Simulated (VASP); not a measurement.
# Ta in VASP: a series of runs, part 2 of 2

VASP 6.6.1. The steps go on from the part before.

### Step 3. Single point, PBEsol (strain -0.080 along x and y, -0.040 along z)

Contents of INCAR:

```
ALGO = Fast
EDIFF = 1E-6
ENCUT = 520
GGA = PS
ISIF = 2
ISMEAR = 0
LASPH = T
LCHARG = T
LELF = T
LREAL = F
LVHAR = T
LWAVE = F
NBANDS = 12
NELM = 100
PREC = Accurate
SIGMA = 0.15
```

Contents of KPOINTS:

```
k-points
0
Gamma
  26 26 26
```

Contents of POSCAR:

```
Ta
1.0
   -1.5090389812      1.5090389812      1.5746493717
    1.5090389812     -1.5090389812      1.5746493717
    1.5090389812      1.5090389812     -1.5746493717
Ta
1
Direct
    0.0000000000      0.0000000000      0.0000000000
```

Potentials or basis: VASP PAW PBE potentials, release 64 (Ta_pv).

On the command line:

```sh
cat potpaw_PBE.64/Ta_pv/POTCAR > POTCAR
mpirun -np 1 vasp_std > vasp.out
```

Run time: 1.9 min. Hardware: 1 thread of Intel Xeon Platinum 8375C at 2.90GHz (Ice Lake), shared host; peak memory 0.32 GiB.

The run converged. Its results:

```
Free energy            : -11.9751 eV
Pressure               : 64.8 GPa
Band gap on the k mesh : zero (an odd number of electrons rules out a gap without spin polarisation)
```

Stress tensor (GPa, compression positive):
```
67.98  0.00  0.00
 0.00 67.98  0.00
 0.00  0.00 58.49
```

Levels at points of the mesh, in eV from the Fermi level:
```tsv
k point	band 2	band 3	band 4	band 5	band 6	band 7	band 8	band 9
(0.00, 0.00, 0.00)	-32.11	-32.11	-8.74	0.41	0.41	1.10	4.24	5.23
(0.50, 0.00, 0.00)	-32.83	-32.13	-5.56	-2.16	2.88	4.36	6.19	10.18
(0.50, 0.50, 0.00)	-32.92	-32.21	-5.61	-2.86	3.29	5.52	6.53	10.38
(0.50, 0.50, 0.50)	-33.66	-33.66	-5.52	-5.35	8.71	8.95	8.95	10.34
```

Caveat: the cell differs from its parent crystal (strain -0.080 along x and y, -0.040 along z); the cell stands under pressure; the PAW data sets were made with another functional, which shifts forces and pressure a little; spin-orbit coupling is left out, which moves the levels of the heavy elements.

### Step 4. Single point, PBEsol (strain -0.040 along x and y, -0.080 along z)

Contents of INCAR:

```
SYSTEM = Ta
  ALGO = Fast
  EDIFF = 1E-7
  ENCUT = 520
  GGA = PS
  ISIF = 2
  ISMEAR = 0
  LASPH = .TRUE.
  LCHARG = .TRUE.
  LELF = .TRUE.
  LREAL = .FALSE.
  LVHAR = .TRUE.
  LWAVE = .FALSE.
  NBANDS = 12
  NELM = 80
  PREC = Accurate
  SIGMA = 0.15
```

Contents of KPOINTS:

```
k-points
0
G
  26 26 26
  0 0 0
```

Contents of POSCAR:

```
Ta
1.0
   -1.5746493717      1.5746493717      1.5090389812
    1.5746493717     -1.5746493717      1.5090389812
    1.5746493717      1.5746493717     -1.5090389812
Ta
1
Direct
    0.0000000000      0.0000000000      0.0000000000
```

Potentials or basis: VASP PAW PBE potentials, release 64 (Ta_pv).

On the command line:

```sh
cat potpaw_PBE.64/Ta_pv/POTCAR > POTCAR
mpirun -np 1 vasp_std > vasp.out
```

OUTCAR:

```text
SYSTEM = Ta
   EDIFF = 1E-7
   ENCUT = 520
   GGA = PS
   ISIF = 2
   ISMEAR = 0
   LASPH = .TRUE.
   LREAL = .FALSE.
   NELM = 80
   PREC = Accurate

 ion  position               nearest neighbor table
   1  0.000  0.000  0.000-

  LATTYP: Found a body centered tetragonal cell.
 ALAT       =     3.1492987434
 C/A-ratio  =     0.9583333333

  Lattice vectors:

 A1 = (  -1.5746493717,   1.5746493717,   1.5090389812)
 A2 = (   1.5746493717,  -1.5746493717,   1.5090389812)
 A3 = (   1.5746493717,   1.5746493717,  -1.5090389812)

Analysis of symmetry for initial positions (statically):
=====================================================================
 Subroutine PRICEL returns:
 Original cell was already a primitive cell.

 Routine SETGRP: Setting up the symmetry group for a
 body centered tetragonal supercell.

 Subroutine GETGRP returns: Found 16 space group operations
 (whereof 16 operations were pure point group operations)
 out of a pool of 16 trial point group operations.

The static configuration has the point symmetry D_4h.

[... 168 lines left out ...]
      1     -25.3518      2.00000
      2     -25.3518      2.00000
      3     -25.3389      2.00000
      4      -1.6689      2.00000
      5       7.1514      0.03467
      6       7.8391      0.00000
      7       7.8391      0.00000
      8      11.0443      0.00000
      9      12.0329      0.00000
     10      22.5735      0.00000
     11      22.5735      0.00000
     12      23.4679      0.00000
[... 331 lines left out ...]
 k-point    24 :       0.3846    0.0385    0.0000
  band No.  band energies     occupation
      1     -27.2891      2.00000
      2     -25.9828      2.00000
      3     -25.4149      2.00000
      4       1.7679      2.00000
      5       4.7159      2.00000
      6       8.4403      0.00000
      7      11.7300      0.00000
      8      13.0105      0.00000
      9      15.2322      0.00000
     10      20.7327      0.00000
     11      22.1286      0.00000
     12      23.0863      0.00000

 [... further k-points ...]

------------------------ aborting loop because EDIFF is reached ----------------------------------------

  FORCE on cell =-STRESS in cart. coord.  units (eV):
  Direction    XX          YY          ZZ          XY          YZ          ZX
  --------------------------------------------------------------------------------------
  -------------------------------------------------------------------------------------
  Total        4.2100806      4.2100806      4.9248019      0.0000000      0.0000000      0.0000000
  in kB      450.6847021    450.6847021    527.1948617      0.0000000      0.0000000      0.0000000
  external PRESSURE =     476.1880886 kB  Pullay stress =       0.0000000 kB

 VOLUME and BASIS-vectors are now :
 -----------------------------------------------------------------------------
  energy-cutoff  :      520.00
  volume of cell :       14.97
      direct lattice vectors                 reciprocal lattice vectors
    -1.574649372  1.574649372  1.509038981     0.000000000  0.317531007  0.331336703
     1.574649372 -1.574649372  1.509038981     0.317531007  0.000000000  0.331336703
     1.574649372  1.574649372 -1.509038981     0.317531007  0.317531007  0.000000000

 POSITION                                       TOTAL-FORCE (eV/Angst)
 -----------------------------------------------------------------------------------
      0.00000      0.00000      0.00000         0.000000      0.000000     -0.000000
 -----------------------------------------------------------------------------------
    total drift:                                0.000000     -0.000000     -0.000000

  FREE ENERGIE OF THE ION-ELECTRON SYSTEM (eV)
  ---------------------------------------------------
  free  energy   TOTEN  =       -12.1938354513 eV

  energy  without entropy=      -12.1819861333  energy(sigma->0) =      -12.18791079
```

Run time: 2.8 min. Hardware: 1 thread of Intel Xeon Platinum 8375C at 2.90GHz (Ice Lake), shared host; peak memory 0.33 GiB.

What came out:

* Free energy: -12.1938 eV
* Pressure: 47.6 GPa
* Band gap on the k mesh: zero (an odd number of electrons rules out a gap without spin polarisation)

Levels at points of the mesh, in eV from the Fermi level:
| k point | band 1 | band 2 | band 3 | band 4 | band 5 | band 6 | band 7 | band 8 | band 9 | band 10 |
| --- | --- | --- | --- | --- | --- | --- | --- | --- | --- | --- |
| (0.00, 0.00, 0.00) | -32.28 | -32.28 | -32.27 | -8.60 | 0.22 | 0.91 | 0.91 | 4.12 | 5.11 | 15.65 |
| (0.50, 0.00, 0.00) | -34.39 | -32.96 | -32.33 | -5.33 | -2.43 | 2.84 | 4.80 | 6.31 | 9.80 | 12.82 |
| (0.50, 0.50, 0.00) | -34.40 | -32.88 | -32.26 | -5.30 | -1.74 | 2.44 | 4.05 | 5.61 | 9.67 | 12.93 |
| (0.50, 0.50, 0.50) | -33.77 | -33.77 | -33.59 | -5.16 | -5.00 | 8.40 | 8.40 | 8.63 | 10.20 | 10.20 |

Caveat: the cell differs from its parent crystal (strain -0.040 along x and y, -0.080 along z); the cell stands under pressure; the PAW data sets were made with another functional, which shifts forces and pressure a little; spin-orbit coupling is left out, which moves the levels of the heavy elements.

### Step 5. Single point, PBEsol (strain +0.040 along x and y, +0.080 along z)

Contents of INCAR:

```
SYSTEM = Ta
ALGO = Fast
EDIFF = 1E-6
ENCUT = 520
GGA = PS
ISIF = 2
ISMEAR = 0
LASPH = .TRUE.
LCHARG = .TRUE.
LELF = .TRUE.
LREAL = .FALSE.
LVHAR = .TRUE.
LWAVE = .FALSE.
NBANDS = 12
NELM = 60
PREC = Accurate
SIGMA = 0.15
```

KPOINTS is that of step 4.

Contents of POSCAR:

```
Ta
1.0
   -1.7058701527      1.7058701527      1.7714805432
    1.7058701527     -1.7058701527      1.7714805432
    1.7058701527      1.7058701527     -1.7714805432
Ta
1
Direct
    0.0000000000      0.0000000000      0.0000000000
```

On the command line:

```sh
cat potpaw_PBE.64/Ta_pv/POTCAR > POTCAR
mpirun -np 1 vasp_std > vasp.out
```

Run time: 2.5 min. Hardware: 1 thread of Intel Xeon Platinum 8488C (Sapphire Rapids), shared host; peak memory 0.41 GiB.

The run converged. Its results:

```yaml
Free_energy: -12.3075 eV
Pressure: -23.8 GPa
Band_gap_on_the_k_mesh: zero (an odd number of electrons rules out a gap without spin polarisation)
```

Stress tensor (GPa, compression positive):
```
-22.96   0.00   0.00
  0.00 -22.96   0.00
  0.00   0.00 -25.53
```

Levels at points of the mesh, in eV from the Fermi level:
```csv
k point,band 4,band 5,band 6,band 7,band 8,band 9
"(0.00, 0.00, 0.00)",-7.40,0.56,0.56,0.96,3.21,3.74
"(0.50, 0.00, 0.00)",-3.86,-1.07,1.02,3.05,4.17,6.49
"(0.50, 0.50, 0.00)",-3.81,-1.48,1.25,3.65,4.36,6.59
"(0.50, 0.50, 0.50)",-3.14,-3.04,5.69,5.82,5.82,6.91
```

Caveat: the cell differs from its parent crystal (strain +0.040 along x and y, +0.080 along z); the cell stands under tension; the PAW data sets were made with another functional, which shifts forces and pressure a little; spin-orbit coupling is left out, which moves the levels of the heavy elements.

### Step 6. Single point, PBEsol (strain +0.080 along x and y, +0.040 along z)

Contents of INCAR:

```
  ALGO = Fast
  EDIFF = 1E-6
  ENCUT = 520
  GGA = PS
  ISIF = 2
  ISMEAR = 0
  LASPH = T
  LCHARG = F
  LREAL = F
  LWAVE = F
  NBANDS = 12
  NELM = 100
  PREC = Accurate
  SIGMA = 0.15
```

Contents of KPOINTS:

```
k-points
0
Gamma
  26 26 26
```

Contents of POSCAR:

```
Ta
1.0
   -1.7714805432      1.7714805432      1.7058701527
    1.7714805432     -1.7714805432      1.7058701527
    1.7714805432      1.7714805432     -1.7058701527
Ta
1
Direct
    0.0000000000      0.0000000000      0.0000000000
```

Potentials or basis: VASP PAW PBE potentials, release 64 (Ta_pv).

On the command line:

```sh
cat potpaw_PBE.64/Ta_pv/POTCAR > POTCAR
mpirun -np 1 vasp_std > vasp.out
```

It took 2.9 min on 1 thread of Intel Xeon Platinum 8488C (Sapphire Rapids), shared host; peak memory 0.42 GiB.

The run converged. Its results:

- Free energy: -12.1805 eV
- Pressure: -27.6 GPa
- Band gap on the k mesh: zero (an odd number of electrons rules out a gap without spin polarisation)

Stress tensor (GPa, compression positive):
```
-28.24   0.00   0.00
  0.00 -28.24   0.00
  0.00   0.00 -26.24
```

Levels at points of the mesh, in eV from the Fermi level:
```tsv
k point	band 2	band 3	band 4	band 5	band 6	band 7	band 8	band 9	band 10	band 11
(0.00, 0.00, 0.00)	-33.72	-33.72	-7.25	0.41	0.81	0.81	3.08	3.60	14.03	14.03
(0.50, 0.00, 0.00)	-33.95	-33.73	-3.69	-1.27	1.06	3.23	4.16	6.22	9.18	11.07
(0.50, 0.50, 0.00)	-33.92	-33.71	-3.75	-0.86	0.83	2.81	3.82	6.15	9.00	11.36
(0.50, 0.50, 0.50)	-34.21	-34.15	-2.96	-2.88	5.45	5.45	5.58	6.93	6.93	7.86
```

Caveat: the cell differs from its parent crystal (strain +0.080 along x and y, +0.040 along z); the cell stands under tension; the PAW data sets were made with another functional, which shifts forces and pressure a little; spin-orbit coupling is left out, which moves the levels of the heavy elements.

### Step 7. Overview

```tsv
cell	gap on the mesh (eV)	pressure (GPa)
a = 3.068 Å, angles 109.5°, 1 atom	none	-30.7
a = 2.652 Å, angles 110.6, 110.6, 107.2°, 1 atom	none	64.8
a = 2.690 Å, angles 108.3, 108.3, 111.8°, 1 atom	none	47.6
a = 2.993 Å, angles 110.5, 110.5, 107.4°, 1 atom	none	-23.8
a = 3.031 Å, angles 108.5, 108.5, 111.5°, 1 atom	none	-27.6
```

Alike in all rows: task single point; level PBEsol; potentials or basis VASP PAW PBE potentials, release 64 (Ta_pv); no spin polarisation; k mesh 26 × 26 × 26; cutoff (eV) 520; smearing gaussian 0.15 eV.

Caveats: the PAW data sets were made with another functional, which shifts forces and pressure a little; spin-orbit coupling is left out, which moves the levels of the heavy elements; the cell stands under tension (at least some runs); the cell stands under pressure (at least some runs).

Absolute energies hang on the potentials; compare differences alone.
